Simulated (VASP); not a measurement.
A run of VASP 6.6.1 is set up as follows.

The input INCAR:

```
PREC     = Accurate       # precision mode
ENCUT    = 520            # plane-wave cutoff, eV
EDIFF    = 1E-6           # SCF threshold, eV
ISMEAR   = -1             # smearing method
SIGMA    = 0.05           # smearing width, eV
LREAL    = False          # projectors in reciprocal space
LASPH    = True           # aspherical terms in the spheres
NELM     = 60             # most SCF steps
ALGO     = Normal         # electronic algorithm
ISIF     = 2              # what is computed and relaxed
LWAVE    = False          # write WAVECAR
LCHARG   = False          # write CHGCAR
GGA      = PE             # functional
NBANDS   = 94             # bands
```

The input KPOINTS:

```
Automatic mesh
0
Gamma
  2 2 3
```

POSCAR

```
Tl12F
1.0
    6.9200000000      0.0000000000      0.0000000000
   -5.1900000000      8.9893440000      0.0000000000
    0.0000000000      0.0000000000      5.5325400000
Tl F
12 1
Direct
    0.0227636868     -0.0075867605     -0.0334566040
    0.1092282431      0.2418418964      0.4393461231
   -0.0688571112      0.4620248152     -0.0920915167
    0.2389270524      0.5945038926      0.4304713567
   -0.0229517254      0.7474516494      0.1676806675
    0.3224754474      0.9283102304      0.6464300303
    0.5457238857     -0.0897284607      0.1034967664
    0.5856367154      0.2389607073      0.3748187993
    0.4354503900      0.2737797107     -0.1134379507
    0.6120412924      0.5235309718      0.5402762565
    0.4437473342      0.5520870043      0.0089470659
    0.7695748650      0.8614755426      0.5490064238
    0.9011140990      0.1917937505      0.0074649257
```

Potentials or basis: VASP PAW PBE potentials, release 64 (Tl_d, F).

Launch:

```bash
$ cat potpaw_PBE.64/Tl_d/POTCAR potpaw_PBE.64/F/POTCAR > POTCAR
$ mpirun -np 1 vasp_std > vasp.out
```

(1) What does it give for the band gap on the k mesh?

(2) Estimate the largest force.

(3) Predict the pressure.

Answers

(1) zero (an odd number of electrons rules out a gap without spin polarisation).

(2) 2.296 eV/Å.

(3) 8.7 GPa.

Caveat: the k points lie up to 0.46 Å⁻¹ apart, too coarse for converged energies and pressures of a metal; spin-orbit coupling is left out, which moves the levels of the heavy elements; an odd number of electrons without spin polarisation forces a metal; a magnetic or distorted state may lie lower.
